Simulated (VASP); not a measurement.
# Tl2PdC4N4 (P2_1/c) in VASP: single point with PBE

Aim: the single point of Tl2PdC4N4 with PBE.

Program: VASP 6.6.1. These are calculated values, not measurements. Logs are shortened: lines on timing, memory, paths and dates and some standing lists are left out, and cuts for length are marked.

### 1 The cell of the first run

Symmetry: P2_1/c, No. 14, monoclinic system. The conventional cell has a = 6.277 Å, b = 7.437 Å, c = 10.045 Å, α = 90.00°, β = 112.53°, γ = 90.00°. Tl (site symmetry 1) has 10 N at 2.82 to 4.63 Å and 1 Pd at 3.18 Å and 10 C at 3.53 to 4.15 Å and 2 Tl at 4.03 to 4.23 Å within 4.7 Å. Pd (site symmetry -1) has 4 C at 1.99 Å within 2.6 Å. Within 1.6 Å of C (site symmetry 1) lie 1 N at 1.17 Å. C (site symmetry 1) has 1 N at 1.17 Å within 1.6 Å. Within 1.6 Å of N (site symmetry 1) lie 1 C at 1.17 Å. Within 1.6 Å of N (site symmetry 1) lie 1 C at 1.17 Å.

### 2 Single point, PBE

File INCAR:

```
SYSTEM = Tl2PdC4N4
  PREC = Accurate
  ENCUT = 600
  EDIFF = 1E-6
  ISMEAR = -1
  SIGMA = 0.05
  LREAL = .FALSE.
  LASPH = .TRUE.
  NELM = 120
  ALGO = Normal
  ISIF = 2
  LWAVE = .FALSE.
  LCHARG = .FALSE.
  GGA = PE
  NBANDS = 89
  GGA_COMPAT = .FALSE.
  KPAR = 4
```

File KPOINTS:

```
regular mesh
0
G
  6 5 4
  0 0 0
```

File POSCAR:

```
Tl2PdC4N4
1.0
    6.2770000000      0.0000000000      0.0000000000
    0.0000000000      7.4370000000      0.0000000000
   -3.8480653468      0.0000000000      9.2783380759
Tl Pd C N
4 2 8 8
Direct
    0.3112532346      0.8516072145      0.0822817995
    0.6887467654      0.3516072145      0.4177182005
    0.6887467654      0.1483927855      0.9177182005
    0.3112532346      0.6483927855      0.5822817995
    0.0000000000      0.5000000000      0.0000000000
    0.0000000000      0.0000000000      0.5000000000
    0.2691128186      0.3346762371      0.0628367701
    0.7308871814      0.8346762371      0.4371632299
    0.7308871814      0.6653237629      0.9371632299
    0.2691128186      0.1653237629      0.5628367701
    0.9933813578      0.4983113228      0.8002269572
    0.0066186422      0.9983113228      0.6997730428
    0.0066186422      0.5016886772      0.1997730428
    0.9933813578      0.0016886772      0.3002269572
    0.4264908563      0.2357904465      0.1020567633
    0.5735091437      0.7357904465      0.3979432367
    0.5735091437      0.7642095535      0.8979432367
    0.4264908563      0.2642095535      0.6020567633
    0.9891991360      0.4975628730      0.6828046450
    0.0108008640      0.9975628730      0.8171953550
    0.0108008640      0.5024371270      0.3171953550
    0.9891991360      0.0024371270      0.1828046450
```

Potentials or basis: VASP PAW PBE potentials, release 64 (Tl_d, Pd, C, N).

Launch:

```bash
$ cat potpaw_PBE.64/Tl_d/POTCAR potpaw_PBE.64/Pd/POTCAR potpaw_PBE.64/C/POTCAR potpaw_PBE.64/N/POTCAR > POTCAR
$ mpirun -np 4 vasp_std > vasp.out
```

OUTCAR:

```text
SYSTEM = Tl2PdC4N4
   PREC = Accurate
   ENCUT = 600
   EDIFF = 1E-6
   ISMEAR = -1
   LREAL = .FALSE.
   LASPH = .TRUE.
   NELM = 120
   ISIF = 2
   GGA = PE

 ion  position               nearest neighbor table
   1  0.311  0.852  0.082-  22 2.82  20 2.82  15 2.94   5 3.18   3 4.03
   2  0.689  0.352  0.418-  21 2.82  19 2.82  16 2.94   6 3.18   4 4.03
   3  0.689  0.148  0.918-  20 2.82  22 2.82  17 2.94   5 3.18   1 4.03
   4  0.311  0.648  0.582-  19 2.82  21 2.82  18 2.94   6 3.18   2 4.03
   5  0.000  0.500  0.000-   7 1.99   9 1.99  11 1.99  13 1.99   1 3.18   3 3.18
   6  0.000  0.000  0.500-   8 1.99  10 1.99  12 1.99  14 1.99   2 3.18   4 3.18
   7  0.269  0.335  0.063-  15 1.17   5 1.99
   8  0.731  0.835  0.437-  16 1.17   6 1.99
   9  0.731  0.665  0.937-  17 1.17   5 1.99
  10  0.269  0.165  0.563-  18 1.17   6 1.99
  11  0.993  0.498  0.800-  19 1.17   5 1.99
  12  0.007  0.998  0.700-  20 1.17   6 1.99
  13  0.007  0.502  0.200-  21 1.17   5 1.99
  14  0.993  0.002  0.300-  22 1.17   6 1.99
  15  0.426  0.236  0.102-   7 1.17   1 2.94
  16  0.574  0.736  0.398-   8 1.17   2 2.94
  17  0.574  0.764  0.898-   9 1.17   3 2.94
  18  0.426  0.264  0.602-  10 1.17   4 2.94
  19  0.989  0.498  0.683-  11 1.17   4 2.82   2 2.82
  20  0.011  0.998  0.817-  12 1.17   3 2.82   1 2.82
  21  0.011  0.502  0.317-  13 1.17   2 2.82   4 2.82
  22  0.989  0.002  0.183-  14 1.17   1 2.82   3 2.82

  LATTYP: Found a simple monoclinic cell.
 ALAT       =     6.2770000000
 B/A-ratio  =     1.1848016568
 C/A-ratio  =     1.5279592162
 COS(beta)  =    -0.2532514496

  Lattice vectors:

 A1 = (   6.2770000000,   0.0000000000,   0.0000000000)
 A2 = (   0.0000000000,  -7.4370000000,   0.0000000000)
 A3 = (  -2.4289346532,   0.0000000000,  -9.2783380759)

Analysis of symmetry for initial positions (statically):
=====================================================================
 Subroutine PRICEL returns:
 Original cell was already a primitive cell.

 Routine SETGRP: Setting up the symmetry group for a
 simple monoclinic supercell.

 Subroutine GETGRP returns: Found  4 space group operations
 (whereof  2 operations were pure point group operations)
 out of a pool of  4 trial point group operations.

The static configuration has the point symmetry S_2 .
 The point group associated with its full space group is C_2h.

Analysis of symmetry for dynamics (positions and initial velocities):
=====================================================================
 Subroutine PRICEL returns:
[... 156 lines left out ...]
   ISIF   =      2    stress and relaxation
   ISYM   =      2    0-nonsym 1-usesym 2-fastsym
   POTIM  = 0.5000    time-step for ionic-motion
   TEBEG  =    0.0;   TEEND  =   0.0 temperature during run
   PSTRESS=    0.0 pullay stress
   NELECT =     144.0000    total number of electrons
   NUPDOWN=      -1.0000    fix difference up-down
   EMIN   =  10.00;   EMAX   =-10.00  energy-range for DOS
   EFERMI =   0.00;   METHOD = LEGACY
   ISMEAR =    -1;   SIGMA  =   0.05  broadening in eV -4-tet -1-fermi 0-gaus
   EFERMI_NEDOS =   21; number of points for ismear=-14 and -15
   IALGO  =     38    algorithm
   IMIX   =      4    mixing-type and parameters
     AMIX     =   0.40;   BMIX     =  1.00
     AMIX_MAG =   1.60;   BMIX_MAG =  1.00
  volume/ion in A,a.u.               =      19.69       132.86
  Fermi-wavevector in a.u.,A,eV,Ry     =   1.134111  2.143159 17.499924  1.286208
  Thomas-Fermi vector in A             =   2.270815
   LORBIT       =      0    0 simple, 1 ext, 2 COOP (PROOUT), +10 PAW based schemes
   GGA     = PE    functional components
   LHFCALC =     F    Hartree Fock is set to
   AEXX    =    0.0000 exact exchange contribution
   IVDW    =     0    specifies the selected vdW correction
   LEPSILON=     F    determine dielectric tensor
   LRPA    =     F    only Hartree local field effects (RPA)
 non-spin polarized calculation
  energy-cutoff  :      600.00
  volume of cell :      433.13
 maximum number of plane-waves:     14494
   NGX = 25   NGY = 29   NGZ = 41

 number of electron     144.0000003 magnetization

 Free energy of the ion-electron system (eV)
  ---------------------------------------------------
  ext. energy  EPLUGINS =         0.00000000
  ---------------------------------------------------
  free energy    TOTEN  =      -154.45160425 eV

  energy without entropy =     -154.45160425  energy(sigma->0) =     -154.45160425

 E-fermi :   1.3384     XC(G=0):  -8.3722

 val. band max:        0.2510619916   @ k =   0.0000   0.0000   0.0000
 cond. band min:       2.9705198293   @ k =   0.0000   0.4000   0.5000
 fundamental gap:      2.7194578377
 Fermi energy:         1.3384347221

 k-point     1 :       0.0000    0.0000    0.0000
  band No.  band energies     occupation
      1     -16.2063      2.00000
      2     -16.1464      2.00000
      3     -16.1305      2.00000
      4     -16.1268      2.00000
      5     -16.0383      2.00000
      6     -16.0104      2.00000
[... 2077 lines left out ...]
     83       5.7957      0.00000
     84       5.8919      0.00000

 [... further k-points ...]

 [bands above 84 left out]

------------------------ aborting loop because EDIFF is reached ----------------------------------------

  FORCE on cell =-STRESS in cart. coord.  units (eV):
  Direction    XX          YY          ZZ          XY          YZ          ZX
  --------------------------------------------------------------------------------------
  -------------------------------------------------------------------------------------
  Total        3.8529834      3.1636100      3.5281123      0.0000000      0.0000000      0.0175309
  in kB       14.2523872     11.7023590     13.0506723      0.0000000      0.0000000      0.0648477
  external PRESSURE =      13.0018062 kB  Pullay stress =       0.0000000 kB

 VOLUME and BASIS-vectors are now :
 -----------------------------------------------------------------------------
  energy-cutoff  :      600.00
  volume of cell :      433.13
      direct lattice vectors                 reciprocal lattice vectors
     6.277000000  0.000000000  0.000000000     0.159311773  0.000000000  0.066072405
     0.000000000  7.437000000  0.000000000     0.000000000  0.134462821  0.000000000
    -3.848065347  0.000000000  9.278338076     0.000000000  0.000000000  0.107777922

 POSITION                                       TOTAL-FORCE (eV/Angst)
 -----------------------------------------------------------------------------------
      1.63711      6.33340      0.76344        -0.012833      0.003573     -0.003554
      2.71586      2.61490      3.87573         0.012833      0.003573      0.003554
      0.79182      1.10360      8.51490         0.012833     -0.003573      0.003554
     -0.28692      4.82210      5.40261        -0.012833     -0.003573     -0.003554
      0.00000      3.71850      0.00000        -0.000000      0.000000      0.000000
     -1.92403      0.00000      4.63917        -0.000000      0.000000      0.000000
[... 14 lines left out ...]
     -1.15279      3.73662      2.94305        -0.134960      0.003516      0.343120
      5.50576      0.01812      1.69612         0.134960      0.003516     -0.343120
 -----------------------------------------------------------------------------------
    total drift:                               -0.000000      0.000000      0.000000

  FREE ENERGIE OF THE ION-ELECTRON SYSTEM (eV)
  ---------------------------------------------------
  free  energy   TOTEN  =      -154.4516042529 eV

  energy  without entropy=     -154.4516042529  energy(sigma->0) =     -154.45160425
```

stdout:

```text
POSCAR found type information on POSCAR TlPdC N
 POSCAR found :  4 types and      22 ions
 scaLAPACK will be used
 -----------------------------------------------------------------------------
|                                                                             |
|                                                                             |
|     You have a (more or less) 'large supercell' and for larger cells it     |
|     might be more efficient to use real-space projection operators.         |
|     Therefore, try LREAL= Auto in the INCAR file.                           |
|     Mind: For very accurate calculation, you might also keep the            |
|     reciprocal projection scheme (i.e. LREAL=.FALSE.).                      |
|                                                                             |
 -----------------------------------------------------------------------------

 LDA part: xc-table for (Slater+PW92), standard interpolation
 POSCAR, INCAR and KPOINTS ok, starting setup
 FFT: planning ... GRIDC
 FFT: planning ... GRID_SOFT
 FFT: planning ... GRID
 WAVECAR not read
 entering main loop
```

It took 13 min on 4 MPI ranks of Intel Xeon Platinum 8488C (Sapphire Rapids), shared host; peak memory 1.6 GiB.

Results:

```yaml
Free_energy: -154.4516 eV
Pressure: 1.3 GPa
Largest_force: 0.418 eV/Å
Band_gap_on_the_k_mesh: 2.72 eV (least direct gap 2.97 eV)
```

Forces on the atoms (eV/Å):
```
Tl  -0.013  0.004 -0.004
Tl   0.013  0.004  0.004
Tl   0.013 -0.004  0.004
Tl  -0.013 -0.004 -0.004
Pd   0.000  0.000  0.000
Pd   0.000  0.000  0.000
C   -0.277  0.260 -0.107
C    0.277  0.260  0.107
C    0.277 -0.260  0.107
C   -0.277 -0.260 -0.107
C   -0.148  0.007  0.390
C    0.148  0.007 -0.390
C    0.148 -0.007 -0.390
C   -0.148 -0.007  0.390
N    0.251 -0.237  0.102
N   -0.251 -0.237 -0.102
N   -0.251  0.237 -0.102
N    0.251  0.237  0.102
N    0.135 -0.004 -0.343
N   -0.135 -0.004  0.343
N   -0.135  0.004  0.343
N    0.135  0.004 -0.343
```

Caveat: spin-orbit coupling is left out, which moves the levels of the heavy elements; an odd mesh through Γ misses points on the zone boundary, where band edges can lie.
